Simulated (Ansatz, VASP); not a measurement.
**One calculation of MgO, two programs**

```
Mg O
1.0
     0.00000    2.10217    2.10217
     2.10217    0.00000    2.10217
     2.10217    2.10217    0.00000
Mg O
1 1
Direct
  0.00000 0.00000 0.00000
  0.50000 0.50000 0.50000
```

Alike in both runs: task single point; functional HSE06; k mesh 8 × 8 × 8; no spin polarisation.

|  | VASP | Ansatz |
| --- | --- | --- |
| version | VASP 6.6.1 | Ansatz 0.2.0 |
| potentials or method | VASP PAW PBE potentials, release 64 (Mg, O) | plane waves, PAW |
| plane-wave cutoff (eV) | 520 | 420 |
| occupations | gaussian, width 0.01 eV | fixed |
| valence electrons in the cell | 8 | 16 |

```csv
,VASP,Ansatz,Ansatz less VASP
gap on the k mesh at the Fermi level (eV),6.50,6.54,+0.046
pressure (GPa),-0.6,-0.3,+0.30
```

VASP's potentials hold 8 valence electrons a cell and Ansatz's 16, so a difference there can come from the potentials and not from the codes. Ansatz's warnings: stress exchange threshold loose, stress scf threshold loose.
